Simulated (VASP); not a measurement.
Write the native input for VASP 6.6.1 that does the following.

* Task: single point
* Functional: r2SCAN
* Potentials or basis: VASP PAW PBE potentials, release 64 (B, Bi_d)
* Cutoff: 520 eV
* k mesh: 12 × 12 × 4
* Occupations: fermi-dirac, width 0.02 eV
* Spin: no spin polarisation
* Dipole correction: no
* Further INCAR settings: ALGO = Normal; EDIFF = 1e-07; NBANDS = 26

Crystal: BiB.

```xyz
4
Lattice="4.0264 0.0000 0.0000 -2.0132 3.4870 0.0000 0.0000 0.0000 6.6407" Properties=species:S:1:pos:R:3 pbc="T T T"
B     0.0000    2.3246    0.0001
B     2.0132    1.1623    3.3204
Bi    0.0000    2.3246    2.4902
Bi    2.0132    1.1623    5.8105
```

This cell differs from its parent crystal: strain +4.2%.

These files were run (other wordings do the same):

POSCAR

```
BiB
1.0
    4.0263844893      0.0000000000      0.0000000000
   -2.0131922447      3.4869512531      0.0000000000
    0.0000000000      0.0000000000      6.6406654323
B Bi
2 2
Direct
    0.3333333333      0.6666666667      0.0000088888
    0.6666666667      0.3333333333      0.5000088888
    0.3333333333      0.6666666667      0.3749911112
    0.6666666667      0.3333333333      0.8749911112
```

INCAR.step1

```
ALGO = Normal
EDIFF = 1E-4
ENCUT = 520
GGA = PE
ISMEAR = -1
LASPH = True
LCHARG = False
LREAL = False
LWAVE = True
NBANDS = 26
NELM = 100
PREC = Accurate
SIGMA = 0.02
```

INCAR.step2

```
ALGO = Normal
EDIFF = 1E-7
ENCUT = 520
ISIF = 2
ISMEAR = -1
ISTART = 1
LASPH = True
LCHARG = True
LELF = True
LMIXTAU = True
LREAL = False
LVHAR = True
LWAVE = False
METAGGA = R2SCAN
NBANDS = 26
NELM = 100
PREC = Accurate
SIGMA = 0.02
```

KPOINTS

```
k-points
0
Gamma
  12 12 4
```

Potentials or basis: VASP PAW PBE potentials, release 64 (B, Bi_d).

The run is started by

```console
$ cat potpaw_PBE.64/B/POTCAR potpaw_PBE.64/Bi_d/POTCAR > POTCAR
$ cp INCAR.step1 INCAR
$ mpirun -np 1 vasp_std > vasp.out
$ cp INCAR.step2 INCAR
$ mpirun -np 1 vasp_std > vasp.out
```

Results of the run:

```json
{"Pressure": "-7.4 GPa", "Largest force": "0.006 eV/Å", "Band gap on the k mesh": "0.16 eV (least direct gap 0.17 eV)"}
```

Caveat: the cell differs from its parent crystal (strain +4.2%); the cell stands under tension; the PAW data sets were made with another functional, which shifts forces and pressure a little; spin-orbit coupling is left out, which moves the levels of the heavy elements.

Wall time 4.2 min on 1 thread of Intel(R) Xeon(R) 6975P-C (Granite Rapids) (shared host), peak memory 0.28 GiB.
